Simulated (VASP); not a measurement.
# SiC (F-43m) in VASP: further runs, part 3 of 3

VASP 6.6.1. Earlier steps stand in the parts before.

**6. Single point, r2SCAN**

The input, POSCAR:

```
SiC
1.0
    0.0000000000      2.1783189300      2.1783189300
    2.1783189300      0.0000000000      2.1783189300
    2.1783189300      2.1783189300      0.0000000000
Si C
1 1
Direct
    0.0000000000      0.0000000000      0.0000000000
    0.2500000000      0.2500000000      0.2500000000
```

The input, INCAR.step1:

```
PREC     = Accurate       # precision mode
ENCUT    = 520            # plane-wave cutoff, eV
ISMEAR   = -1             # smearing method
SIGMA    = 0.02           # smearing width, eV
LREAL    = F              # projectors in reciprocal space
LASPH    = T              # aspherical terms in the spheres
NELM     = 100            # most SCF steps
NBANDS   = 11             # bands
GGA      = PE             # functional
ALGO     = Normal         # electronic algorithm
EDIFF    = 1E-4           # SCF threshold, eV
LWAVE    = T              # write WAVECAR
LCHARG   = F              # write CHGCAR
```

The input, INCAR.step2:

```
PREC     = Accurate       # precision mode
ENCUT    = 520            # plane-wave cutoff, eV
EDIFF    = 1E-6           # SCF threshold, eV
ISMEAR   = -1             # smearing method
SIGMA    = 0.02           # smearing width, eV
LREAL    = F              # projectors in reciprocal space
LASPH    = T              # aspherical terms in the spheres
NELM     = 100            # most SCF steps
ALGO     = Normal         # electronic algorithm
ISIF     = 2              # what is computed and relaxed
LWAVE    = F              # write WAVECAR
LCHARG   = T              # write CHGCAR
METAGGA  = R2SCAN         # meta-GGA
LMIXTAU  = T            
LELF     = T              # ELF
LVHAR    = T            
NBANDS   = 11             # bands
ISTART   = 1
```

The input, KPOINTS:

```
regular mesh
0
Gamma
  12 12 12
```

Potentials or basis: VASP PAW PBE potentials, release 64 (Si, C).

Started as:

```sh
$ cat potpaw_PBE.64/Si/POTCAR potpaw_PBE.64/C/POTCAR > POTCAR
$ cp INCAR.step1 INCAR
$ mpirun -np 1 vasp_std > vasp.out
$ cp INCAR.step2 INCAR
$ mpirun -np 1 vasp_std > vasp.out
```

OUTCAR:

```text
PREC = Accurate
   ENCUT = 520
   EDIFF = 1E-6
   ISMEAR = -1
   LREAL = F
   LASPH = T
   NELM = 100
   ISIF = 2
   METAGGA = R2SCAN
   ISTART = 1

 ion  position               nearest neighbor table
   1  0.000  0.000  0.000-   2 1.89   2 1.89   2 1.89   2 1.89
   2  0.250  0.250  0.250-   1 1.89   1 1.89   1 1.89   1 1.89

  LATTYP: Found a face centered cubic cell.
 ALAT       =     4.3566378600

  Lattice vectors:

 A1 = (   0.0000000000,   2.1783189300,   2.1783189300)
 A2 = (   2.1783189300,   0.0000000000,   2.1783189300)
 A3 = (   2.1783189300,   2.1783189300,   0.0000000000)

Analysis of symmetry for initial positions (statically):
=====================================================================
 Subroutine PRICEL returns:
 Original cell was already a primitive cell.

 Routine SETGRP: Setting up the symmetry group for a
 face centered cubic supercell.

 Subroutine GETGRP returns: Found 24 space group operations
 (whereof 24 operations were pure point group operations)
 out of a pool of 48 trial point group operations.

The static configuration has the point symmetry T_d .

Analysis of symmetry for dynamics (positions and initial velocities):
=====================================================================
 Subroutine PRICEL returns:
 Original cell was already a primitive cell.

 Routine SETGRP: Setting up the symmetry group for a
 face centered cubic supercell.

 Subroutine GETGRP returns: Found 24 space group operations
 (whereof 24 operations were pure point group operations)
 out of a pool of 48 trial point group operations.

The dynamic configuration has the point symmetry T_d .

 Subroutine INISYM returns: Found 24 space group operations
 (whereof 24 operations are pure point group operations),
 and found     1 'primitive' translations

----------------------------------------------------------------------------------------

                                     Primitive cell

  volume of cell :      20.6726

  direct lattice vectors                    reciprocal lattice vectors
     0.000000000  2.178318930  2.178318930    -0.229534800  0.229534800  0.229534800
     2.178318930  0.000000000  2.178318930     0.229534800 -0.229534800  0.229534800
     2.178318930  2.178318930  0.000000000     0.229534800  0.229534800 -0.229534800

  length of vectors
     3.080608174  3.080608174  3.080608174     0.397565936  0.397565936  0.397565936

  position of ions in fractional coordinates (direct lattice)
     0.000000000  0.000000000  0.000000000
     0.250000000  0.250000000  0.250000000

  ion indices of the primitive-cell ions
   primitive index   ion index
                 1           1
                 2           2

----------------------------------------------------------------------------------------

 KPOINTS: regular mesh

Automatic generation of k-mesh.
 Grid dimensions read from file:
 generate k-points for:   12   12   12

 Generating k-lattice:

  Cartesian coordinates                     Fractional coordinates (reciprocal lattice)
    -0.019127900  0.019127900  0.019127900     0.083333333  0.000000000  0.000000000
     0.019127900 -0.019127900  0.019127900     0.000000000  0.083333333  0.000000000
     0.019127900  0.019127900 -0.019127900     0.000000000  0.000000000  0.083333333

  Length of vectors
     0.033130495  0.033130495  0.033130495

  Shift w.r.t. Gamma in fractional coordinates (k-lattice)
     0.000000000  0.000000000  0.000000000

 Subroutine IBZKPT returns following result:
 ===========================================

 Found     72 irreducible k-points:

 Following reciprocal coordinates:
            Coordinates               Weight
  0.000000  0.000000  0.000000      1.000000
  0.083333  0.000000  0.000000      8.000000
  0.166667  0.000000  0.000000      8.000000
  0.250000  0.000000  0.000000      8.000000
  0.333333  0.000000  0.000000      8.000000
  0.416667  0.000000  0.000000      8.000000
[... 16 lines left out ...]
  0.500000  0.166667  0.000000     24.000000
 -0.416667  0.166667  0.000000     24.000000
 [... further k-points ...]
   k-points           NKPTS =     72   k-points in BZ     NKDIM =     72   number of bands    NBANDS=     11
   number of dos      NEDOS =    301   number of ions     NIONS =      2
   total plane-waves  NPLWV =  13824
   dimension x,y,z NGX =    24 NGY =   24 NGZ =   24
   dimension x,y,z NGXF=    48 NGYF=   48 NGZF=   48
   ions per type =               1   1
   NGX,Y,Z   is equivalent  to a cutoff of  12.95, 12.95, 12.95 a.u.
   NGXF,Y,Z  is equivalent  to a cutoff of  25.90, 25.90, 25.90 a.u.
 SYSTEM =  unknown system
   PREC   = accura    normal or accurate (medium, high low for compatibility)
   ISTART =      1    job   : 0-new  1-cont  2-samecut
   ICHARG =      0    charge: 1-file 2-atom 10-const
   ISPIN  =      1    spin polarized calculation?
   LNONCOLLINEAR =      F non collinear calculations
   LSORBIT =      F    spin-orbit coupling
   LASPH  =      T    aspherical Exc in radial PAW
   ENCUT  =  520.0 eV  38.22 Ry    6.18 a.u.   5.73  5.73  5.73*2*pi/ulx,y,z
   NELM   =    100;   NELMIN=  2; NELMDL=  0     # of ELM steps
   EDIFF  = 0.1E-05   stopping-criterion for ELM
   LREAL  =      F    real-space projection
   EDIFFG = 0.1E-04   stopping-criterion for IOM
   NSW    =      0    number of steps for IOM
   IBRION =     -1    ionic relax: 0-MD 1-quasi-New 2-CG
   NFREE  =      0    steps in history (QN), initial steepest desc. (CG)
   ISIF   =      2    stress and relaxation
   ISYM   =      2    0-nonsym 1-usesym 2-fastsym
   POTIM  = 0.5000    time-step for ionic-motion
   TEBEG  =    0.0;   TEEND  =   0.0 temperature during run
   PSTRESS=    0.0 pullay stress
   NELECT =       8.0000    total number of electrons
   NUPDOWN=      -1.0000    fix difference up-down
   EMIN   =  10.00;   EMAX   =-10.00  energy-range for DOS
   EFERMI =   0.00;   METHOD = LEGACY
   ISMEAR =    -1;   SIGMA  =   0.02  broadening in eV -4-tet -1-fermi 0-gaus
   EFERMI_NEDOS =   21; number of points for ismear=-14 and -15
   IALGO  =     38    algorithm
   IMIX   =      4    mixing-type and parameters
     AMIX     =   0.40;   BMIX     =  1.00
     AMIX_MAG =   1.60;   BMIX_MAG =  1.00
  volume/ion in A,a.u.               =      10.34        69.75
  Fermi-wavevector in a.u.,A,eV,Ry     =   1.192999  2.254441 19.364441  1.423246
  Thomas-Fermi vector in A             =   2.329024
   LORBIT       =      0    0 simple, 1 ext, 2 COOP (PROOUT), +10 PAW based schemes
   METAGGA = R2SCAN    functional components
   LHFCALC =     F    Hartree Fock is set to
   AEXX    =    0.0000 exact exchange contribution
   IVDW    =     0    specifies the selected vdW correction
   LEPSILON=     F    determine dielectric tensor
   LRPA    =     F    only Hartree local field effects (RPA)
 non-spin polarized calculation
  energy-cutoff  :      520.00
  volume of cell :       20.67
 maximum number of plane-waves:       568
   NGX = 11   NGY = 11   NGZ = 11

 number of electron       8.0000001 magnetization

 Free energy of the ion-electron system (eV)
  ---------------------------------------------------
  ext. energy  EPLUGINS =         0.00000000
  ---------------------------------------------------
  free energy    TOTEN  =       -19.32706217 eV

  energy without entropy =      -19.32706217  energy(sigma->0) =      -19.32706217

 E-fermi :   8.4413     XC(G=0): -11.9386

 val. band max:        7.9926611944   @ k =   0.0000   0.0000   0.0000
 cond. band min:       9.7172788044   @ k =   0.5000   0.5000   0.0000
 fundamental gap:      1.7246176101
 Fermi energy:         8.4412962228

 k-point     1 :       0.0000    0.0000    0.0000
  band No.  band energies     occupation
      1      -8.1943      2.00000
      2       7.9926      2.00000
      3       7.9927      2.00000
      4       7.9927      2.00000
      5      14.8385      0.00000
      6      15.8485      0.00000
      7      15.8486      0.00000
      8      15.8486      0.00000
      9      23.2070      0.00000
     10      23.2070      0.00000
     11      25.7720      0.00000
[... 309 lines left out ...]
 k-point    24 :      -0.4167    0.1667    0.0000
  band No.  band energies     occupation
      1      -4.2324      2.00000
      2      -0.2893      2.00000
      3       4.7892      2.00000
      4       6.4080      2.00000
      5      13.6640      0.00000
      6      16.3801      0.00000
      7      17.1423      0.00000
      8      20.0870      0.00000
      9      23.6950      0.00000
     10      24.3370      0.00000
     11      27.3258      0.00000

 [... further k-points ...]

------------------------ aborting loop because EDIFF is reached ----------------------------------------

  FORCE on cell =-STRESS in cart. coord.  units (eV):
  Direction    XX          YY          ZZ          XY          YZ          ZX
  --------------------------------------------------------------------------------------
  -------------------------------------------------------------------------------------
  Total       -0.0283526     -0.0283526     -0.0283526      0.0000000     -0.0000000      0.0000000
  in kB       -2.1973984     -2.1973984     -2.1973984      0.0000000     -0.0000000      0.0000000
  external PRESSURE =      -2.1973984 kB  Pullay stress =       0.0000000 kB

 VOLUME and BASIS-vectors are now :
 -----------------------------------------------------------------------------
  energy-cutoff  :      520.00
  volume of cell :       20.67
      direct lattice vectors                 reciprocal lattice vectors
     0.000000000  2.178318930  2.178318930    -0.229534800  0.229534800  0.229534800
     2.178318930  0.000000000  2.178318930     0.229534800 -0.229534800  0.229534800
     2.178318930  2.178318930  0.000000000     0.229534800  0.229534800 -0.229534800

 POSITION                                       TOTAL-FORCE (eV/Angst)
 -----------------------------------------------------------------------------------
      0.00000      0.00000      0.00000        -0.000000     -0.000000      0.000000
      1.08916      1.08916      1.08916         0.000000      0.000000     -0.000000
 -----------------------------------------------------------------------------------
    total drift:                               -0.000001     -0.000001     -0.000001

  FREE ENERGIE OF THE ION-ELECTRON SYSTEM (eV)
  ---------------------------------------------------
  free  energy   TOTEN  =       -19.3270621735 eV

  energy  without entropy=      -19.3270621735  energy(sigma->0) =      -19.32706217
```

It took 23 s on 1 thread of Intel Xeon Platinum 8559C (Emerald Rapids), shared host; peak memory 0.14 GiB.

What came out:

```
Free energy            : -19.3271 eV
Pressure               : -0.2 GPa
Band gap on the k mesh : 1.72 eV (least direct gap 5.06 eV)
```

Levels at points of the mesh, in eV from the valence-band top:
```tsv
k point	band 1	band 2	band 3	band 4	band 5	band 6	band 7	band 8
(0.00, 0.00, 0.00)	-16.19	0.00	0.00	0.00	6.85	7.86	7.86	7.86
(0.50, 0.00, 0.00)	-12.56	-8.82	-1.11	-1.11	6.00	7.75	7.75	10.96
(0.50, 0.50, 0.00)	-11.10	-8.05	-3.34	-3.34	1.72	4.83	15.14	15.14
```

Caveat: the PAW data sets were made with another functional, which shifts forces and pressure a little.

**7. Summary**

| cell | k mesh | gap on the mesh (eV) | pressure (GPa) |
| --- | --- | --- | --- |
| a = 3.081 Å, angles 60.0°, 2 atoms | 10 × 10 × 10 | 1.72 | -0.2 |
| a = 3.018 Å, angles 60.0°, 2 atoms | 12 × 12 × 12 | 1.68 | 15.5 |
| a = 3.039 Å, angles 60.0°, 2 atoms | 12 × 12 × 12 | 1.70 | 9.8 |
| a = 3.060 Å, angles 60.0°, 2 atoms | 12 × 12 × 12 | 1.71 | 4.5 |
| a = 3.081 Å, angles 60.0°, 2 atoms | 12 × 12 × 12 | 1.72 | -0.2 |

Alike in all rows: task single point; level r2SCAN; potentials or basis VASP PAW PBE potentials, release 64 (Si, C); no spin polarisation; cutoff (eV) 520; smearing fermi-dirac 0.02 eV.

Caveats: the PAW data sets were made with another functional, which shifts forces and pressure a little; the cell stands under pressure (at least some runs).

Absolute energies hang on the potentials; compare differences alone.

**8. How close it comes**

Step 2. Against the measured gap of SiC, 2.4 eV (indirect; quoted in “Insight into the structural, elastic and electronic properties of a new orthorhombic 6O-SiC polytype”, 2020, pmc:7200658), the calculated 1.72 eV is off by -0.68 eV. The value is that of r2SCAN on a finite k mesh, which can miss the band edges, without temperature or zero-point motion.

Step 6. A measured gap of SiC is 2.4 eV (indirect; quoted in “Insight into the structural, elastic and electronic properties of a new orthorhombic 6O-SiC polytype”, 2020, pmc:7200658); the calculated 1.72 eV misses it by -0.68 eV. The value is that of r2SCAN on a finite k mesh, which can miss the band edges, without temperature or zero-point motion.
